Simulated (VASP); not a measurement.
Wanted: the native input for a VASP 6.6.1 run.

```yaml
Task: relaxation of cell and atoms
Functional: PBEsol
Dispersion: D3(BJ)
Potentials_or_basis: VASP PAW PBE potentials, release 64 (Al, N)
Cutoff: 600 eV
k_mesh: 10 × 10 × 10
Occupations: fermi-dirac, width 0.05 eV
Spin: no spin polarisation
Dipole_correction: no
Further_INCAR_settings: ALGO = Normal; EDIFF = 1e-06; IBRION = 2; EDIFFG = -0.02; NSW = 80; ISIF = 3
```

The structure of AlN lies in POSCAR:

```
AlN
1.0
    0.0000000000      2.1839935596      2.1839935596
    2.1839935596      0.0000000000      2.1839935596
    2.1839935596      2.1839935596      0.0000000000
Al N
1 1
Direct
    0.0000000000      0.0000000000      0.0000000000
    0.2500000000      0.2500000000      0.2500000000
```

The input as run:

INCAR

```
SYSTEM = AlN
ALGO = Normal ; EDIFF = 1E-6
EDIFFG = -0.02 ; ENCUT = 600
GGA = PS ; IBRION = 2
ISIF = 3 ; ISMEAR = -1
IVDW = 12 ; LASPH = .TRUE.
LCHARG = .FALSE. ; LREAL = .FALSE.
LWAVE = .FALSE. ; NELM = 80
NSW = 80 ; PREC = Accurate
SIGMA = 0.05
```

KPOINTS

```
k-points
0
G
  10 10 10
  0 0 0
```

Potentials or basis: VASP PAW PBE potentials, release 64 (Al, N).

Launch:

```console
$ cat potpaw_PBE.64/Al/POTCAR potpaw_PBE.64/N/POTCAR > POTCAR
$ mpirun -np 1 vasp_std > vasp.out
```

It gave:

| Quantity | Value |
| --- | --- |
| Relaxed volume | 10.30 Å³/atom |
| Relaxed cell | a = 3.077 Å, b = 3.077 Å, c = 3.077 Å, α = 60.00°, β = 60.00°, γ = 60.00° |
| Space group after relaxing (to 0.05 Å) | F-43m (No. 216) |
| Energy gained by relaxing | 0.9 meV/atom |
| Ionic steps | 3 |
| Pressure after relaxing | 0.0 GPa |
| Band gap on the k mesh | 3.19 eV, indirect (least direct gap 4.23 eV) |
| Dispersion energy per atom | -0.229 eV |

Caveat: the PAW data sets were made with another functional, which shifts forces and pressure a little.

Run time: 27 s on 1 thread of Intel(R) Xeon(R) Platinum 8375C CPU @ 2.90GHz (Ice Lake), on a shared host, peak memory 0.16 GiB.
